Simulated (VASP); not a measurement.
# CdSe (Fm-3m) in VASP: a series of runs

Runs on CdSe. Level: PBE. Tasks: single point, relaxation of cell and atoms.

Program: VASP 6.6.1. These are calculated values, not measurements. Logs are shortened: lines on timing, memory, paths and dates and some standing lists are left out, and cuts for length are marked.

## (1) The cell of the first run

It takes space group Fm-3m (No. 225, cubic). The conventional cell has a = 5.748 Å, b = 5.748 Å, c = 5.748 Å, α = 90.00°, β = 90.00°, γ = 90.00°. Within 3.8 Å of Cd (site symmetry m-3m) lie 6 Se at 2.87 Å. Within 3.8 Å of Se (site symmetry m-3m) lie 6 Cd at 2.87 Å.

## (2) Single point, PBE

INCAR reads:

```
SYSTEM = CdSe
PREC     = Accurate       ! precision mode
ENCUT    = 520            ! plane-wave cutoff, eV
EDIFF    = 1E-6           ! SCF threshold, eV
ISMEAR   = 0              ! smearing method
SIGMA    = 0.1            ! smearing width, eV
LREAL    = .FALSE.        ! projectors in reciprocal space
LASPH    = .TRUE.         ! aspherical terms in the spheres
NELM     = 80             ! most SCF steps
ALGO     = Normal         ! electronic algorithm
ISIF     = 2              ! what is computed and relaxed
LWAVE    = .FALSE.        ! write WAVECAR
LCHARG   = .TRUE.         ! write CHGCAR
GGA      = PE             ! functional
LELF     = .TRUE.         ! ELF
LVHAR    = .TRUE.       
NBANDS   = 16             ! bands
```

KPOINTS reads:

```
regular mesh
0
G
  6 6 6
  0 0 0
```

POSCAR reads:

```
CdSe
1.0
    0.0000000000      2.8739581100      2.8739581100
    2.8739581100      0.0000000000      2.8739581100
    2.8739581100      2.8739581100      0.0000000000
Cd Se
1 1
Direct
    0.0000000000      0.0000000000      0.0000000000
    0.5000000000      0.5000000000      0.5000000000
```

Potentials or basis: VASP PAW PBE potentials, release 64 (Cd, Se).

Started as:

```bash
> cat potpaw_PBE.64/Cd/POTCAR potpaw_PBE.64/Se/POTCAR > POTCAR
> mpirun -np 1 vasp_std > vasp.out
```

OUTCAR:

```text
SYSTEM = CdSe
   PREC = Accurate
   ENCUT = 520
   EDIFF = 1E-6
   ISMEAR = 0
   LREAL = .FALSE.
   LASPH = .TRUE.
   NELM = 80
   ISIF = 2
   GGA = PE

 ion  position               nearest neighbor table
   1  0.000  0.000  0.000-   2 2.87   2 2.87   2 2.87   2 2.87   2 2.87   2 2.87
   2  0.500  0.500  0.500-   1 2.87   1 2.87   1 2.87   1 2.87   1 2.87   1 2.87

  LATTYP: Found a face centered cubic cell.
 ALAT       =     5.7479162200

  Lattice vectors:

 A1 = (   0.0000000000,   2.8739581100,   2.8739581100)
 A2 = (   2.8739581100,   0.0000000000,   2.8739581100)
 A3 = (   2.8739581100,   2.8739581100,   0.0000000000)

Analysis of symmetry for initial positions (statically):
=====================================================================
 Subroutine PRICEL returns:
 Original cell was already a primitive cell.

 Routine SETGRP: Setting up the symmetry group for a
 face centered cubic supercell.

 Subroutine GETGRP returns: Found 48 space group operations
 (whereof 48 operations were pure point group operations)
 out of a pool of 48 trial point group operations.

The static configuration has the point symmetry O_h .

Analysis of symmetry for dynamics (positions and initial velocities):
=====================================================================
 Subroutine PRICEL returns:
 Original cell was already a primitive cell.

 Routine SETGRP: Setting up the symmetry group for a
 face centered cubic supercell.

 Subroutine GETGRP returns: Found 48 space group operations
 (whereof 48 operations were pure point group operations)
 out of a pool of 48 trial point group operations.

The dynamic configuration has the point symmetry O_h .

 Subroutine INISYM returns: Found 48 space group operations
 (whereof 48 operations are pure point group operations),
 and found     1 'primitive' translations

----------------------------------------------------------------------------------------

                                     Primitive cell

  volume of cell :      47.4757

  direct lattice vectors                    reciprocal lattice vectors
     0.000000000  2.873958110  2.873958110    -0.173976092  0.173976092  0.173976092
     2.873958110  0.000000000  2.873958110     0.173976092 -0.173976092  0.173976092
     2.873958110  2.873958110  0.000000000     0.173976092  0.173976092 -0.173976092

  length of vectors
     4.064390537  4.064390537  4.064390537     0.301335430  0.301335430  0.301335430

  position of ions in fractional coordinates (direct lattice)
     0.000000000  0.000000000  0.000000000
     0.500000000  0.500000000  0.500000000

  ion indices of the primitive-cell ions
   primitive index   ion index
                 1           1
                 2           2

----------------------------------------------------------------------------------------

 KPOINTS: regular mesh

Automatic generation of k-mesh.
 Grid dimensions read from file:
 generate k-points for:    6    6    6

 Generating k-lattice:

  Cartesian coordinates                     Fractional coordinates (reciprocal lattice)
    -0.028996015  0.028996015  0.028996015     0.166666667  0.000000000  0.000000000
     0.028996015 -0.028996015  0.028996015     0.000000000  0.166666667  0.000000000
     0.028996015  0.028996015 -0.028996015     0.000000000  0.000000000  0.166666667

  Length of vectors
     0.050222572  0.050222572  0.050222572

  Shift w.r.t. Gamma in fractional coordinates (k-lattice)
     0.000000000  0.000000000  0.000000000

 Subroutine IBZKPT returns following result:
 ===========================================

 Found     16 irreducible k-points:

 Following reciprocal coordinates:
            Coordinates               Weight
  0.000000  0.000000  0.000000      1.000000
  0.166667  0.000000  0.000000      8.000000
  0.333333  0.000000  0.000000      8.000000
  0.500000  0.000000  0.000000      4.000000
  0.166667  0.166667  0.000000      6.000000
  0.333333  0.166667  0.000000     24.000000
[... 8 lines left out ...]
 -0.333333  0.333333  0.166667     24.000000
 -0.333333  0.500000  0.166667     12.000000
   k-points           NKPTS =     16   k-points in BZ     NKDIM =     16   number of bands    NBANDS=     16
   number of dos      NEDOS =    301   number of ions     NIONS =      2
   total plane-waves  NPLWV =  27000
   dimension x,y,z NGX =    30 NGY =   30 NGZ =   30
   dimension x,y,z NGXF=    60 NGYF=   60 NGZF=   60
   ions per type =               1   1
   NGX,Y,Z   is equivalent  to a cutoff of  12.27, 12.27, 12.27 a.u.
   NGXF,Y,Z  is equivalent  to a cutoff of  24.54, 24.54, 24.54 a.u.
 SYSTEM =  CdSe
   PREC   = accura    normal or accurate (medium, high low for compatibility)
   ISTART =      0    job   : 0-new  1-cont  2-samecut
   ICHARG =      2    charge: 1-file 2-atom 10-const
   ISPIN  =      1    spin polarized calculation?
   LNONCOLLINEAR =      F non collinear calculations
   LSORBIT =      F    spin-orbit coupling
   LASPH  =      T    aspherical Exc in radial PAW
   ENCUT  =  520.0 eV  38.22 Ry    6.18 a.u.   7.56  7.56  7.56*2*pi/ulx,y,z
   NELM   =     80;   NELMIN=  2; NELMDL= -5     # of ELM steps
   EDIFF  = 0.1E-05   stopping-criterion for ELM
   LREAL  =      F    real-space projection
   EDIFFG = 0.1E-04   stopping-criterion for IOM
   NSW    =      0    number of steps for IOM
   IBRION =     -1    ionic relax: 0-MD 1-quasi-New 2-CG
   NFREE  =      0    steps in history (QN), initial steepest desc. (CG)
   ISIF   =      2    stress and relaxation
   ISYM   =      2    0-nonsym 1-usesym 2-fastsym
   POTIM  = 0.5000    time-step for ionic-motion
   TEBEG  =    0.0;   TEEND  =   0.0 temperature during run
   PSTRESS=    0.0 pullay stress
   NELECT =      18.0000    total number of electrons
   NUPDOWN=      -1.0000    fix difference up-down
   EMIN   =  10.00;   EMAX   =-10.00  energy-range for DOS
   EFERMI =   0.00;   METHOD = LEGACY
   ISMEAR =     0;   SIGMA  =   0.10  broadening in eV -4-tet -1-fermi 0-gaus
   EFERMI_NEDOS =   21; number of points for ismear=-14 and -15
   IALGO  =     38    algorithm
   IMIX   =      4    mixing-type and parameters
     AMIX     =   0.40;   BMIX     =  1.00
     AMIX_MAG =   1.60;   BMIX_MAG =  1.00
  volume/ion in A,a.u.               =      23.74       160.19
  Fermi-wavevector in a.u.,A,eV,Ry     =   1.184882  2.239103 19.101848  1.403946
  Thomas-Fermi vector in A             =   2.321087
   LORBIT       =      0    0 simple, 1 ext, 2 COOP (PROOUT), +10 PAW based schemes
   GGA     = PE    functional components
   LHFCALC =     F    Hartree Fock is set to
   AEXX    =    0.0000 exact exchange contribution
   IVDW    =     0    specifies the selected vdW correction
   LEPSILON=     F    determine dielectric tensor
   LRPA    =     F    only Hartree local field effects (RPA)
 non-spin polarized calculation
 Gauss-broadening in eV      SIGMA  =   0.10
  energy-cutoff  :      520.00
  volume of cell :       47.48
 maximum number of plane-waves:      1303
   NGX = 15   NGY = 15   NGZ = 15

 number of electron      18.0000008 magnetization

 Free energy of the ion-electron system (eV)
  ---------------------------------------------------
  ext. energy  EPLUGINS =         0.00000000
  ---------------------------------------------------
  free energy    TOTEN  =        -5.20170888 eV

  energy without entropy =       -5.19815634  energy(sigma->0) =       -5.19993261

 E-fermi :   2.2906     XC(G=0):  -9.9987

 val. band max:        2.2219641441   @ k =  -0.1667   0.1667   0.0000
 cond. band min:       2.3445452592   @ k =   0.0000   0.0000   0.0000
 fundamental gap:      0.1225811151
 Fermi energy:         2.2906148438

 k-point     1 :       0.0000    0.0000    0.0000
  band No.  band energies     occupation
      1     -10.6226      2.00000
      2      -5.6494      2.00000
      3      -5.6494      2.00000
      4      -5.6334      2.00000
      5      -5.6334      2.00000
      6      -5.6334      2.00000
[... 8 lines left out ...]
     15      12.0270      0.00000
     16      12.0270      0.00000

 k-point     2 :       0.1667    0.0000    0.0000
  band No.  band energies     occupation
      1     -10.4307      2.00000
      2      -5.7038      2.00000
      3      -5.7038      2.00000
      4      -5.6500      2.00000
      5      -5.6013      2.00000
      6      -5.6013      2.00000
[... 8 lines left out ...]
     15      11.8285      0.00000
     16      11.8285      0.00000

 k-point     3 :       0.3333    0.0000    0.0000
  band No.  band energies     occupation
      1      -9.9854      2.00000
      2      -5.8127      2.00000
      3      -5.8127      2.00000
      4      -5.7138      2.00000
      5      -5.5323      2.00000
      6      -5.5323      2.00000
[... 8 lines left out ...]
     15      13.3736      0.00000
     16      13.3736      0.00000

 k-point     4 :       0.5000    0.0000    0.0000
  band No.  band energies     occupation
      1      -9.7182      2.00000
      2      -5.8655      2.00000
      3      -5.8655      2.00000
      4      -5.7769      2.00000
      5      -5.4972      2.00000
      6      -5.4972      2.00000
[... 8 lines left out ...]
     15      15.1228      0.00000
     16      15.1228      0.00000
[... 172 lines left out ...]
 k-point    14 :       0.5000    0.3333    0.1667
  band No.  band energies     occupation
      1      -9.8467      2.00000
      2      -5.7395      2.00000
      3      -5.6736      2.00000
      4      -5.6520      2.00000
      5      -5.5042      2.00000
      6      -5.4194      2.00000
[... 8 lines left out ...]
     15      15.5135      0.00000
     16      16.0879      0.00000

 k-point    15 :      -0.3333    0.3333    0.1667
  band No.  band energies     occupation
      1      -9.7349      2.00000
      2      -5.7775      2.00000
      3      -5.6457      2.00000
      4      -5.6290      2.00000
      5      -5.4729      2.00000
      6      -5.2977      2.00000
[... 8 lines left out ...]
     15      13.8535      0.00000
     16      16.5839      0.00000

 k-point    16 :      -0.3333    0.5000    0.1667
  band No.  band energies     occupation
      1      -9.7692      2.00000
      2      -5.6959      2.00000
      3      -5.6864      2.00000
      4      -5.5455      2.00000
      5      -5.4473      2.00000
      6      -5.0808      2.00000
[... 8 lines left out ...]
     15      15.2402      0.00000
     16      17.1363      0.00000

------------------------ aborting loop because EDIFF is reached ----------------------------------------

  FORCE on cell =-STRESS in cart. coord.  units (eV):
  Direction    XX          YY          ZZ          XY          YZ          ZX
  --------------------------------------------------------------------------------------
  -------------------------------------------------------------------------------------
  Total        0.0146567      0.0146567      0.0146567      0.0000000      0.0000000      0.0000000
  in kB        0.4946244      0.4946244      0.4946244      0.0000000      0.0000000      0.0000000
  external PRESSURE =       0.4946244 kB  Pullay stress =       0.0000000 kB

 VOLUME and BASIS-vectors are now :
 -----------------------------------------------------------------------------
  energy-cutoff  :      520.00
  volume of cell :       47.48
      direct lattice vectors                 reciprocal lattice vectors
     0.000000000  2.873958110  2.873958110    -0.173976092  0.173976092  0.173976092
     2.873958110  0.000000000  2.873958110     0.173976092 -0.173976092  0.173976092
     2.873958110  2.873958110  0.000000000     0.173976092  0.173976092 -0.173976092

 POSITION                                       TOTAL-FORCE (eV/Angst)
 -----------------------------------------------------------------------------------
      0.00000      0.00000      0.00000        -0.000000     -0.000000      0.000000
      2.87396      2.87396      2.87396         0.000000      0.000000      0.000000
 -----------------------------------------------------------------------------------
    total drift:                               -0.000000      0.000000      0.000000

  FREE ENERGIE OF THE ION-ELECTRON SYSTEM (eV)
  ---------------------------------------------------
  free  energy   TOTEN  =        -5.2017088792 eV

  energy  without entropy=       -5.1981563354  energy(sigma->0) =       -5.19993261
```

It took 8.9 s on 1 thread of Intel Xeon Platinum 8488C (Sapphire Rapids), shared host; peak memory 0.16 GiB.

What came out:

* Free energy: -5.2017 eV
* Pressure: 0.0 GPa
* Band gap on the k mesh: zero (bands 9 and 10 overlap by 0.41 eV)

Caveat: semilocal functionals underestimate gaps, so a narrow gap can read as zero.

(Continued in part 2 of 2.)
